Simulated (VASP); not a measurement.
# Na (P6_3/mmc) in VASP: further runs, part 2 of 2

VASP 6.6.1.

## Step 5: Single point, PBE (volume scaled by 1.04)

The input, INCAR:

```
PREC     = Accurate       # precision mode
ENCUT    = 520            # plane-wave cutoff, eV
EDIFF    = 1E-6           # SCF threshold, eV
ISMEAR   = -1             # smearing method
SIGMA    = 0.05           # smearing width, eV
LREAL    = F              # projectors in reciprocal space
LASPH    = T              # aspherical terms in the spheres
NELM     = 80             # most SCF steps
ALGO     = Normal         # electronic algorithm
ISIF     = 2              # what is computed and relaxed
LWAVE    = F              # write WAVECAR
LCHARG   = F              # write CHGCAR
GGA      = PE             # functional
NBANDS   = 14             # bands
```

The input, KPOINTS:

```
Automatic mesh
0
Gamma
  8 8 5
```

The input, POSCAR:

```
Na
1.0
    3.8165714742      0.0000000000      0.0000000000
   -1.9082857371      3.3052478521      0.0000000000
    0.0000000000      0.0000000000      6.2349829711
Na
2
Direct
    0.6666666667      0.3333333333      0.7500000000
    0.3333333333      0.6666666667      0.2500000000
```

Potentials or basis: VASP PAW PBE potentials, release 64 (Na_pv).

The run is started by

```console
$ cat potpaw_PBE.64/Na_pv/POTCAR > POTCAR
$ mpirun -np 1 vasp_std > vasp.out
```

OUTCAR:

```text
PREC = Accurate
   ENCUT = 520
   EDIFF = 1E-6
   ISMEAR = -1
   LREAL = F
   LASPH = T
   NELM = 80
   ISIF = 2
   GGA = PE

 ion  position               nearest neighbor table
   1  0.667  0.333  0.750-
   2  0.333  0.667  0.250-

  LATTYP: Found a hexagonal cell.
 ALAT       =     3.8165714742
 C/A-ratio  =     1.6336607380

  Lattice vectors:

 A1 = (   3.8165714742,   0.0000000000,   0.0000000000)
 A2 = (  -1.9082857371,   3.3052478521,   0.0000000000)
 A3 = (   0.0000000000,   0.0000000000,   6.2349829711)

Analysis of symmetry for initial positions (statically):
=====================================================================
 Subroutine PRICEL returns:
 Original cell was already a primitive cell.

 Routine SETGRP: Setting up the symmetry group for a
 hexagonal supercell.

 Subroutine GETGRP returns: Found 24 space group operations
 (whereof 12 operations were pure point group operations)
 out of a pool of 24 trial point group operations.

The static configuration has the point symmetry D_3d.
 The point group associated with its full space group is D_6h.

Analysis of symmetry for dynamics (positions and initial velocities):
=====================================================================
 Subroutine PRICEL returns:
 Original cell was already a primitive cell.

 Routine SETGRP: Setting up the symmetry group for a
 hexagonal supercell.

 Subroutine GETGRP returns: Found 24 space group operations
 (whereof 12 operations were pure point group operations)
 out of a pool of 24 trial point group operations.

The dynamic configuration has the point symmetry D_3d.
 The point group associated with its full space group is D_6h.

 Subroutine INISYM returns: Found 24 space group operations
 (whereof 12 operations are pure point group operations),
 and found     1 'primitive' translations

[... 115 lines left out ...]
  volume/ion in A,a.u.               =      39.33       265.39
  Fermi-wavevector in a.u.,A,eV,Ry     =   0.920902  1.740252 11.538556  0.848060
  Thomas-Fermi vector in A             =   2.046259
   LORBIT       =      0    0 simple, 1 ext, 2 COOP (PROOUT), +10 PAW based schemes
   GGA     = PE    functional components
   LHFCALC =     F    Hartree Fock is set to
   AEXX    =    0.0000 exact exchange contribution
   IVDW    =     0    specifies the selected vdW correction
   LEPSILON=     F    determine dielectric tensor
   LRPA    =     F    only Hartree local field effects (RPA)
 non-spin polarized calculation
  energy-cutoff  :      520.00
  volume of cell :       78.65
 maximum number of plane-waves:      2135
   NGX = 15   NGY = 15   NGZ = 23

 number of electron      14.0000018 magnetization

 Free energy of the ion-electron system (eV)
  ---------------------------------------------------
  ext. energy  EPLUGINS =         0.00000000
  ---------------------------------------------------
  free energy    TOTEN  =        -2.61723566 eV

  energy without entropy =       -2.61035701  energy(sigma->0) =       -2.61379634

 E-fermi :   0.1202     XC(G=0):  -6.3500

 val. band max:       -0.0263546305   @ k =   0.3750   0.1250   0.2000
 cond. band min:       0.1396225986   @ k =   0.1250   0.1250   0.2000
 fundamental gap:      0.1659772291
 Fermi energy:         0.1202077996

 k-point     1 :       0.0000    0.0000    0.0000
  band No.  band energies     occupation
      1     -24.8081      2.00000
      2     -24.7840      2.00000
      3     -24.7840      2.00000
      4     -24.7800      2.00000
      5     -24.7800      2.00000
      6     -24.7800      2.00000
      7      -2.9928      2.00000
      8       0.7134      0.00001
      9       1.0617      0.00000
     10       9.8216      0.00000
     11       9.8216      0.00000
     12      10.1137      0.00000
     13      10.1137      0.00000
     14      10.3123      0.00000
[... 377 lines left out ...]
      1     -24.8049      2.00000
      2     -24.8030      2.00000
      3     -24.7897      2.00000
      4     -24.7874      2.00000
      5     -24.7862      2.00000
      6     -24.7855      2.00000
      7      -0.4148      1.99995
      8       0.3403      0.02423
      9       2.9465      0.00000
     10       3.6729      0.00000
     11       6.2150      0.00000
     12       7.7358      0.00000
     13       7.7810      0.00000
     14       8.3995      0.00000

 [... further k-points ...]
[... 5 lines left out ...]
  --------------------------------------------------------------------------------------
  -------------------------------------------------------------------------------------
  Total       -0.1606101     -0.1606101     -0.2706549      0.0000000      0.0000000      0.0000000
  in kB       -3.2716792     -3.2716792     -5.5133279      0.0000000      0.0000000      0.0000000
  external PRESSURE =      -4.0188954 kB  Pullay stress =       0.0000000 kB

 VOLUME and BASIS-vectors are now :
 -----------------------------------------------------------------------------
  energy-cutoff  :      520.00
  volume of cell :       78.65
      direct lattice vectors                 reciprocal lattice vectors
     3.816571474  0.000000000  0.000000000     0.262015269  0.151274586  0.000000000
    -1.908285737  3.305247852  0.000000000     0.000000000  0.302549172  0.000000000
     0.000000000  0.000000000  6.234982971     0.000000000  0.000000000  0.160385362

 POSITION                                       TOTAL-FORCE (eV/Angst)
 -----------------------------------------------------------------------------------
      1.90829      1.10175      4.67624         0.000000     -0.000000     -0.000000
     -0.00000      2.20350      1.55875        -0.000000      0.000000      0.000000
 -----------------------------------------------------------------------------------
    total drift:                               -0.000000      0.000000     -0.000000

  FREE ENERGIE OF THE ION-ELECTRON SYSTEM (eV)
  ---------------------------------------------------
  free  energy   TOTEN  =        -2.6172356624 eV

  energy  without entropy=       -2.6103570095  energy(sigma->0) =       -2.61379634
```

OSZICAR:

```text
N       E                     dE             d eps       ncg     rms          rms(c)
DAV:   1     0.975456075035E+02    0.97546E+02   -0.76053E+03   840   0.950E+02
DAV:   2     0.112476921973E+01   -0.96421E+02   -0.95422E+02   888   0.270E+02
DAV:   3    -0.256401858118E+01   -0.36888E+01   -0.36862E+01  1068   0.612E+01
DAV:   4    -0.261697786142E+01   -0.52959E-01   -0.52958E-01   936   0.797E+00
DAV:   5    -0.261820781920E+01   -0.12300E-02   -0.12299E-02  1062   0.122E+00    0.281E-01
DAV:   6    -0.261765568527E+01    0.55213E-03   -0.10261E-03  1034   0.395E-01    0.190E-01
DAV:   7    -0.261725414670E+01    0.40154E-03   -0.18213E-03  1130   0.459E-01    0.226E-02
DAV:   8    -0.261723558558E+01    0.18561E-04   -0.13426E-04  1062   0.198E-01    0.435E-03
DAV:   9    -0.261723566238E+01   -0.76799E-07   -0.23167E-06   896   0.242E-02
   1 F= -.26172357E+01 E0= -.26137963E+01  d E =-.687865E-02
```

stdout:

```text
POSCAR found type information on POSCAR Na
 POSCAR found :  1 types and       2 ions
 scaLAPACK will be used
 LDA part: xc-table for (Slater+PW92), standard interpolation
 POSCAR, INCAR and KPOINTS ok, starting setup
 FFT: planning ... GRIDC
 FFT: planning ... GRID_SOFT
 FFT: planning ... GRID
 WAVECAR not read
 entering main loop
```

Run time: 12 s. Hardware: 1 thread of Intel Xeon Platinum 8375C at 2.90GHz (Ice Lake), shared host; peak memory 0.17 GiB.

Results:

```
Free energy            : -2.6172 eV
Pressure               : -0.4 GPa
Band gap on the k mesh : zero (band 7 reaches 1.57 eV, above the bottom of band 8 at -1.57 eV)
```

Levels at points of the mesh, in eV from the Fermi level:
```
           k point  band 5  band 6  band 7  band 8  band 9  band 10
(0.00, 0.00, 0.00)  -24.90  -24.90   -3.11    0.59    0.94     9.70
(0.50, 0.00, 0.00)  -24.91  -24.90    0.29    0.38    3.79     3.81
```

## Step 6: Overview

```tsv
cell	gap on the mesh (eV)	pressure (GPa)
a = 3.716, b = 3.716, c = 6.071 Å, angles 90.0, 90.0, 120.0°, 2 atoms	none	0.2
a = 3.767, b = 3.767, c = 6.154 Å, angles 90.0, 90.0, 120.0°, 2 atoms	none	-0.1
a = 3.792, b = 3.792, c = 6.195 Å, angles 90.0, 90.0, 120.0°, 2 atoms	none	-0.3
a = 3.817, b = 3.817, c = 6.235 Å, angles 90.0, 90.0, 120.0°, 2 atoms	none	-0.4
```

Alike in all rows: task single point; level PBE; potentials or basis VASP PAW PBE potentials, release 64 (Na_pv); no spin polarisation; k mesh 8 × 8 × 5; cutoff (eV) 520; smearing fermi-dirac 0.05 eV.

Total energies depend on the potentials used, so only differences within one code and one set of settings carry meaning.
